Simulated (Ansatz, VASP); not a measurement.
**One calculation of BPd4, two programs**

```
CELL_PARAMETERS angstrom
2.85534 0.00000 0.00000
0.00000 4.36279 0.00000
0.00000 0.00000 5.88724
ATOMIC_POSITIONS crystal
B 0.50000 0.00000 0.86061
Pd 0.50000 0.50000 0.87561
Pd 0.00000 0.50000 0.33346
Pd 0.00000 0.00000 0.61633
Pd 0.50000 0.00000 0.19100
```

Alike in both runs: functional PBE; k mesh 14 × 8 × 6; occupations gaussian, width 0.1 eV; no spin polarisation.

Ansatz relaxed the structure, and its values are those at the end. VASP's run is a single point on that final structure, the one shown.

|  | VASP | Ansatz |
| --- | --- | --- |
| version | VASP 6.6.1 | Ansatz 0.2.0 |
| potentials or method | VASP PAW PBE potentials, release 64 (B, Pd), cutoff 520 eV | scalar-relativistic, plane waves, PAW |
| valence electrons in the cell | 43 | 75 |

|  | VASP | Ansatz | Ansatz less VASP |
| --- | --- | --- | --- |
| gap on the k mesh at the Fermi level (eV) | none | none | - |
| pressure (GPa) | 0.0 | 0.0 | -0.04 |
| rms of the force components (eV/Å) | 0.023 | 0.000 | -0.0229 |

A gap of «none» marks a metal or a gap that the smearing closes. VASP's potentials hold 43 valence electrons a cell and Ansatz's 75, so a difference there can come from the potentials and not from the codes.
